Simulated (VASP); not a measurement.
Here is a VASP 6.6.1 calculation.

The input INCAR:

```
SYSTEM = Cs
ALGO = Fast
EDIFF = 1E-6
ENCUT = 520
GGA = PE
ISIF = 2
ISMEAR = 0
LASPH = .TRUE.
LCHARG = .FALSE.
LREAL = .FALSE.
LWAVE = .FALSE.
NBANDS = 10
NELM = 100
PREC = Accurate
SIGMA = 0.1
```

KPOINTS

```
k-points
0
G
  12 12 12
  0 0 0
```

POSCAR

```
Cs
1.0
    5.3140637544      0.0000000000      0.0000000000
   -2.6570318772      4.6021142087      0.0000000000
    0.0000000000      0.0000000000      5.0119339445
Cs
1
Direct
    0.0000000000      0.0000000000      0.0000000000
```

Potentials or basis: VASP PAW PBE potentials, release 64 (Cs_sv).

Run with:

```sh
$ cat potpaw_PBE.64/Cs_sv/POTCAR > POTCAR
$ mpirun -np 1 vasp_std > vasp.out
```

Q: Predict the pressure.

A: 0.0 GPa.

Q: Estimate the band gap on the k mesh.

A: Zero (an odd number of electrons rules out a gap without spin polarisation).

Caveat: spin-orbit coupling is left out, which moves the levels of the heavy elements.
